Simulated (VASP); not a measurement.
# AlN (P6_3mc) in VASP: further runs

AlN is run at these levels: LDA; tasks: relaxation of the atoms.

Everything below comes from runs of VASP 6.6.1. Logs are shortened: lines on timing, memory, paths and dates and some standing lists are left out, and cuts for length are marked.

## Step 1: The cell of the first run

Symmetry: P6_3mc, No. 186, hexagonal system. The conventional cell has a = 3.150 Å, b = 3.150 Å, c = 5.537 Å, α = 90.00°, β = 90.00°, γ = 120.00°. Within 2.6 Å of Al (site symmetry 3m) lie 4 N at 1.93 to 2.11 Å. N (site symmetry 3m) has 4 Al at 1.93 to 2.11 Å within 2.6 Å.

## Step 2: Relaxation of the atoms, LDA

File INCAR:

```
SYSTEM = AlN
ALGO = Normal ; EDIFF = 1E-7
EDIFFG = -0.01 ; ENCUT = 520
GGA = CA ; IBRION = 2
ISIF = 2 ; ISMEAR = 0
LASPH = .True. ; LCHARG = .False.
LREAL = .False. ; LWAVE = .False.
NELM = 80 ; NSW = 50
PREC = Accurate ; SIGMA = 0.05
```

File KPOINTS:

```
k-points
0
Gamma
  9 9 6
  0 0 0
```

File POSCAR:

```
AlN
1.0
    3.1504000000      0.0000000000      0.0000000000
   -1.5752000000      2.7283264321      0.0000000000
    0.0000000000      0.0000000000      5.5368000000
Al N
2 2
Direct
    0.3333333333      0.6666666667      0.0015210172
    0.6666666667      0.3333333333      0.5015210172
    0.3333333333      0.6666666667      0.3834789828
    0.6666666667      0.3333333333      0.8834789828
```

Potentials or basis: VASP PAW LDA potentials, release 64 (Al, N).

On the command line:

```bash
cat potpaw_LDA.64/Al/POTCAR potpaw_LDA.64/N/POTCAR > POTCAR
mpirun -np 1 vasp_std > vasp.out
```

OUTCAR:

```text
SYSTEM = AlN
   EDIFF = 1E-7
   EDIFFG = -0.01
   ENCUT = 520
   GGA = CA
   IBRION = 2
   ISIF = 2
   ISMEAR = 0
   LASPH = .True.
   LREAL = .False.
   NELM = 80
   NSW = 50
   PREC = Accurate

 ion  position               nearest neighbor table
   1  0.333  0.667  0.002-   4 1.93   4 1.93   4 1.93   3 2.11   2 3.31   2 3.31   2 3.31   2 3.31
                             2 3.31   2 3.31
   2  0.667  0.333  0.502-   3 1.93   3 1.93   3 1.93   4 2.11   1 3.31   1 3.31   1 3.31   1 3.31
                             1 3.31   1 3.31
   3  0.333  0.667  0.383-   2 1.93   2 1.93   2 1.93   1 2.11
   4  0.667  0.333  0.883-   1 1.93   1 1.93   1 1.93   2 2.11

  LATTYP: Found a hexagonal cell.
 ALAT       =     3.1504000000
 C/A-ratio  =     1.7574911122

  Lattice vectors:

 A1 = (   3.1504000000,   0.0000000000,   0.0000000000)
 A2 = (  -1.5752000000,   2.7283264321,   0.0000000000)
 A3 = (   0.0000000000,   0.0000000000,   5.5368000000)

Analysis of symmetry for initial positions (statically):
=====================================================================
 Subroutine PRICEL returns:
 Original cell was already a primitive cell.

 Routine SETGRP: Setting up the symmetry group for a
 hexagonal supercell.

 Subroutine GETGRP returns: Found 12 space group operations
 (whereof  6 operations were pure point group operations)
 out of a pool of 24 trial point group operations.

The static configuration has the point symmetry C_3v.
 The point group associated with its full space group is C_6v.

Analysis of symmetry for dynamics (positions and initial velocities):
=====================================================================
 Subroutine PRICEL returns:
 Original cell was already a primitive cell.

 Routine SETGRP: Setting up the symmetry group for a
 hexagonal supercell.

 Subroutine GETGRP returns: Found 12 space group operations
 (whereof  6 operations were pure point group operations)
 out of a pool of 24 trial point group operations.

The dynamic configuration has the point symmetry C_3v.
 The point group associated with its full space group is C_6v.

 Subroutine INISYM returns: Found 12 space group operations
 (whereof  6 operations are pure point group operations),
 and found     1 'primitive' translations

----------------------------------------------------------------------------------------

                                     Primitive cell

  volume of cell :      47.5906

  direct lattice vectors                    reciprocal lattice vectors
     3.150400000  0.000000000  0.000000000     0.317420010  0.183262528  0.000000000
    -1.575200000  2.728326432  0.000000000     0.000000000  0.366525057  0.000000000
     0.000000000  0.000000000  5.536800000     0.000000000  0.000000000  0.180609738

  length of vectors
     3.150400000  3.150400000  5.536800000     0.366525057  0.366525057  0.180609738

  position of ions in fractional coordinates (direct lattice)
     0.333333333  0.666666667  0.001521017
     0.666666667  0.333333333  0.501521017
     0.333333333  0.666666667  0.383478983
     0.666666667  0.333333333  0.883478983

  ion indices of the primitive-cell ions
   primitive index   ion index
                 1           1
                 2           2
                 3           3
                 4           4

----------------------------------------------------------------------------------------

 KPOINTS: k-points

Automatic generation of k-mesh.
 Grid dimensions read from file:
 generate k-points for:    9    9    6

 Generating k-lattice:

  Cartesian coordinates                     Fractional coordinates (reciprocal lattice)
     0.035268890  0.020362503  0.000000000     0.111111111  0.000000000  0.000000000
     0.000000000  0.040725006  0.000000000     0.000000000  0.111111111  0.000000000
     0.000000000  0.000000000  0.030101623     0.000000000  0.000000000  0.166666667

  Length of vectors
     0.040725006  0.040725006  0.030101623

  Shift w.r.t. Gamma in fractional coordinates (k-lattice)
     0.000000000  0.000000000  0.000000000

 Subroutine IBZKPT returns following result:
 ===========================================

 Found     48 irreducible k-points:

 Following reciprocal coordinates:
            Coordinates               Weight
  0.000000  0.000000  0.000000      1.000000
  0.111111  0.000000  0.000000      6.000000
  0.222222  0.000000  0.000000      6.000000
  0.333333  0.000000  0.000000      6.000000
  0.444444  0.000000  0.000000      6.000000
  0.111111  0.111111  0.000000      6.000000
[... 16 lines left out ...]
  0.333333  0.222222  0.166667     24.000000
  0.333333  0.333333  0.166667      4.000000
 [... further k-points ...]
   k-points           NKPTS =     48   k-points in BZ     NKDIM =     48   number of bands    NBANDS=     12
   number of dos      NEDOS =    301   number of ions     NIONS =      4
   total plane-waves  NPLWV =  24192
   dimension x,y,z NGX =    24 NGY =   24 NGZ =   42
   dimension x,y,z NGXF=    48 NGYF=   48 NGZF=   84
   ions per type =               2   2
   NGX,Y,Z   is equivalent  to a cutoff of  12.66, 12.66, 12.61 a.u.
   NGXF,Y,Z  is equivalent  to a cutoff of  25.33, 25.33, 25.22 a.u.
 SYSTEM =  AlN
   PREC   = accura    normal or accurate (medium, high low for compatibility)
   ISTART =      0    job   : 0-new  1-cont  2-samecut
   ICHARG =      2    charge: 1-file 2-atom 10-const
   ISPIN  =      1    spin polarized calculation?
   LNONCOLLINEAR =      F non collinear calculations
   LSORBIT =      F    spin-orbit coupling
   LASPH  =      T    aspherical Exc in radial PAW
   ENCUT  =  520.0 eV  38.22 Ry    6.18 a.u.   5.86  5.86 10.29*2*pi/ulx,y,z
   NELM   =     80;   NELMIN=  2; NELMDL= -5     # of ELM steps
   EDIFF  = 0.1E-06   stopping-criterion for ELM
   LREAL  =      F    real-space projection
   EDIFFG = -.1E-01   stopping-criterion for IOM
   NSW    =     50    number of steps for IOM
   IBRION =      2    ionic relax: 0-MD 1-quasi-New 2-CG
   NFREE  =      1    steps in history (QN), initial steepest desc. (CG)
   ISIF   =      2    stress and relaxation
   ISYM   =      2    0-nonsym 1-usesym 2-fastsym
   POTIM  = 0.5000    time-step for ionic-motion
   TEBEG  =    0.0;   TEEND  =   0.0 temperature during run
   PSTRESS=    0.0 pullay stress
   NELECT =      16.0000    total number of electrons
   NUPDOWN=      -1.0000    fix difference up-down
   EMIN   =  10.00;   EMAX   =-10.00  energy-range for DOS
   EFERMI =   0.00;   METHOD = LEGACY
   ISMEAR =     0;   SIGMA  =   0.05  broadening in eV -4-tet -1-fermi 0-gaus
   EFERMI_NEDOS =   21; number of points for ismear=-14 and -15
   IALGO  =     38    algorithm
   IMIX   =      4    mixing-type and parameters
     AMIX     =   0.40;   BMIX     =  1.00
     AMIX_MAG =   1.60;   BMIX_MAG =  1.00
  volume/ion in A,a.u.               =      11.90        80.29
  Fermi-wavevector in a.u.,A,eV,Ry     =   1.138347  2.151163 17.630880  1.295833
  Thomas-Fermi vector in A             =   2.275051
   LORBIT       =      0    0 simple, 1 ext, 2 COOP (PROOUT), +10 PAW based schemes
   GGA     = CA    functional components
   LHFCALC =     F    Hartree Fock is set to
   AEXX    =    0.0000 exact exchange contribution
   IVDW    =     0    specifies the selected vdW correction
   LEPSILON=     F    determine dielectric tensor
   LRPA    =     F    only Hartree local field effects (RPA)
 conjugate gradient relaxation of ions
 non-spin polarized calculation
 Gauss-broadening in eV      SIGMA  =   0.05
  energy-cutoff  :      520.00
  volume of cell :       47.59
 maximum number of plane-waves:      1298
 NGX is ok and might be reduce to    24
   NGX = 11   NGY = 11   NGZ = 21

--------------------------------------- Ionic step        1  -------------------------------------------

 number of electron      16.0000003 magnetization

 Free energy of the ion-electron system (eV)
  ---------------------------------------------------
  ext. energy  EPLUGINS =         0.00000000
  ---------------------------------------------------
  free energy    TOTEN  =       -32.09740845 eV

  energy without entropy =      -32.09740845  energy(sigma->0) =      -32.09740845

------------------------ aborting loop because EDIFF is reached ----------------------------------------

  FORCE on cell =-STRESS in cart. coord.  units (eV):
  Direction    XX          YY          ZZ          XY          YZ          ZX
  --------------------------------------------------------------------------------------
  -------------------------------------------------------------------------------------
  Total       -4.1776743     -4.1776743    -10.7808230      0.0000000     -0.0000000      0.0000000
  in kB     -140.6450007   -140.6450007   -362.9456807      0.0000000     -0.0000000      0.0000000
  external PRESSURE =    -214.7452274 kB  Pullay stress =       0.0000000 kB
[... 61 lines left out ...]
  energy  without entropy=      -32.1005542385  energy(sigma->0) =      -32.10055424

--------------------------------------- Ionic step        3  -------------------------------------------

 number of electron      16.0000003 magnetization

 Free energy of the ion-electron system (eV)
  ---------------------------------------------------
  ext. energy  EPLUGINS =         0.00000000
  ---------------------------------------------------
  free energy    TOTEN  =       -32.10133344 eV

  energy without entropy =      -32.10133344  energy(sigma->0) =      -32.10133344

 E-fermi :   4.8698     XC(G=0): -10.6903

 val. band max:        4.6545604936   @ k =   0.0000   0.0000   0.0000
 cond. band min:       7.5657080154   @ k =   0.0000   0.0000   0.0000
 fundamental gap:      2.9111475219
 Fermi energy:         4.8697931893

 k-point     1 :       0.0000    0.0000    0.0000
  band No.  band energies     occupation
      1      -9.5898      2.00000
      2      -8.0900      2.00000
      3      -1.0239      2.00000
      4       4.2454      2.00000
      5       4.2454      2.00000
      6       4.3326      2.00000
      7       4.6546      2.00000
      8       4.6546      2.00000
      9       7.5657      0.00000
     10      10.9800      0.00000
     11      13.6255      0.00000
     12      14.9917      0.00000
[... 331 lines left out ...]
 k-point    24 :       0.3333    0.3333    0.1667
  band No.  band energies     occupation
      1      -7.3485      2.00000
      2      -7.3485      2.00000
      3       0.5741      2.00000
      4       0.7869      2.00000
      5       0.7869      2.00000
      6       2.0252      2.00000
      7       2.8865      2.00000
      8       2.8865      2.00000
      9       9.4570      0.00000
     10      12.2952      0.00000
     11      12.4767      0.00000
     12      12.4767      0.00000

 [... further k-points ...]
[... 5 lines left out ...]
  --------------------------------------------------------------------------------------
  -------------------------------------------------------------------------------------
  Total       -4.3101148     -4.3101148    -11.0243425     -0.0000000      0.0000000      0.0000000
  in kB     -145.1037240   -145.1037240   -371.1439738     -0.0000000      0.0000000      0.0000000
  external PRESSURE =    -220.4504739 kB  Pullay stress =       0.0000000 kB
[... 19 lines left out ...]
  FREE ENERGIE OF THE ION-ELECTRON SYSTEM (eV)
  ---------------------------------------------------
  free  energy   TOTEN  =       -32.1013334384 eV

  energy  without entropy=      -32.1013334384  energy(sigma->0) =      -32.10133344

 reached required accuracy - stopping structural energy minimisation
```

Wall time 1.9 min (1 thread of AMD EPYC 7R13, shared host); peak memory 0.12 GiB.

Results:

```
Free energy               : -32.1013 eV
Energy gained by relaxing : 1.0 meV/atom
Ionic steps               : 3
Pressure after relaxing   : -22.0 GPa
Band gap on the k mesh    : 2.91 eV, direct
```

Step by step:
```csv
step,energy change (eV),largest force (eV/Å),pressure (GPa)
1,0.0000,0.1494,-21.47
2,-0.0031,0.0680,-21.80
3,-0.0039,0.0007,-22.05
```

Final structure:
```
Al N
1.0
     3.15040    0.00000    0.00000
    -1.57520    2.72833    0.00000
     0.00000    0.00000    5.53680
Al N
2 2
Direct
  0.33333 0.66667 0.00385
  0.66667 0.33333 0.50385
  0.33333 0.66667 0.38115
  0.66667 0.33333 0.88115
```

## Step 3: Relaxation of the atoms, LDA

This run uses another cell than the first one, of 9.77 Å³/atom, 0.821 times its volume.

File INCAR:

```
SYSTEM = AlN
ALGO = Normal
EDIFF = 1E-6
EDIFFG = -0.01
ENCUT = 520
IBRION = 2
ISIF = 2
ISMEAR = 0
LASPH = .TRUE.
LCHARG = .FALSE.
LREAL = .FALSE.
LWAVE = .FALSE.
NELM = 60
NSW = 50
PREC = Accurate
SIGMA = 0.05
```

File KPOINTS:

```
k-points
0
G
  9 9 6
  0 0 0
```

Changes to POSCAR since step 2:

```diff
@@ -4,3 +4,3 @@
    -1.5752000000      2.7283264321      0.0000000000
-    0.0000000000      0.0000000000      5.5368000000
+    0.0000000000      0.0000000000      4.5481000000
 Al N
```

Potentials or basis: VASP PAW LDA potentials, release 64 (Al, N).

On the command line:

```bash
cat potpaw_LDA.64/Al/POTCAR potpaw_LDA.64/N/POTCAR > POTCAR
mpirun -np 1 vasp_std > vasp.out
```

Run time: 29 s. Hardware: 1 thread of Intel Xeon Platinum 8488C (Sapphire Rapids), shared host; peak memory 0.14 GiB.

The run converged. Its results:

| Quantity | Value |
| --- | --- |
| Free energy | -32.6233 eV |
| Energy gained by relaxing | 65.8 meV/atom |
| Ionic steps | 5 |
| Pressure after relaxing | 7.2 GPa |
| Band gap on the k mesh | 4.06 eV, direct |

Stress tensor (GPa, compression positive):
```
 2.16  0.00  0.00
 0.00  2.16  0.00
 0.00  0.00 17.39
```

Step by step:
| step | energy change (eV) | largest force (eV/Å) | pressure (GPa) |
| --- | --- | --- | --- |
| 1 | 0.0000 | 2.3333 | 13.03 |
| 2 | -0.1876 | 0.6923 | 5.70 |
| 3 | -0.2633 | 0.0133 | 7.28 |
| 4 | -0.2633 | 0.0160 | 7.21 |
| 5 | -0.2633 | 0.0012 | 7.24 |

Final structure:
```cif
data_structure
_symmetry_space_group_name_H-M 'P 1'
_symmetry_Int_Tables_number 1
_cell_length_a 3.1504
_cell_length_b 3.1504
_cell_length_c 4.5481
_cell_angle_alpha 90.000
_cell_angle_beta 90.000
_cell_angle_gamma 120.000
_cell_volume 39.09
loop_
_atom_site_label
_atom_site_type_symbol
_atom_site_fract_x
_atom_site_fract_y
_atom_site_fract_z
_atom_site_occupancy
Al1 Al 0.33333 0.66667 0.98715 1
Al2 Al 0.66667 0.33333 0.48715 1
N1 N 0.33333 0.66667 0.39785 1
N2 N 0.66667 0.33333 0.89785 1
```

Levels at points of the mesh, in eV from the valence-band top:
```tsv
k point	band 5	band 6	band 7	band 8	band 9	band 10	band 11	band 12
(0.00, 0.00, 0.00)	-2.19	-1.15	-1.15	0.00	4.06	5.57	9.71	9.71
(0.00, 0.00, 0.50)	-1.69	-1.69	-1.69	-1.69	6.05	6.05	10.02	10.02
```

A k mesh can miss the band edges. A hybrid or GW would open this gap; LDA tends to underestimate it.

[end of part 1 of 2]
